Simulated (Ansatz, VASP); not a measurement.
## Pb in VASP and in Ansatz

```
Pb
1.0
     3.52768    0.00000    0.00000
    -1.76384    3.05506    0.00000
     0.00000    0.00000    5.43992
Pb
2
Cartesian
  0.0000 2.0367 1.3600
  1.7638 1.0184 4.0799
```

Alike in both runs: task single point; functional r2SCAN; k mesh 18 × 18 × 10; occupations gaussian, width 0.15 eV; no spin polarisation.

|  | VASP | Ansatz |
| --- | --- | --- |
| version | VASP 6.6.1 | Ansatz 0.2.0 |
| potentials or method | VASP PAW PBE potentials, release 64 (Pb_d), cutoff 520 eV | scalar-relativistic, plane waves, PAW |
| valence electrons in the cell | 28 | 28 |

|  | VASP | Ansatz | Ansatz less VASP |
| --- | --- | --- | --- |
| gap on the k mesh at the Fermi level (eV) | none | none | - |
| pressure (GPa) | 2.9 | 2.9 | -0.02 |
| traceless stress, the component that is largest in VASP (GPa) | 1.97 | 1.96 | -0.015 |

VASP's potentials were made for PBE, not for r2SCAN. A gap of «none» marks a metal or a gap that the smearing closes.

Neither program's run includes spin-orbit coupling.
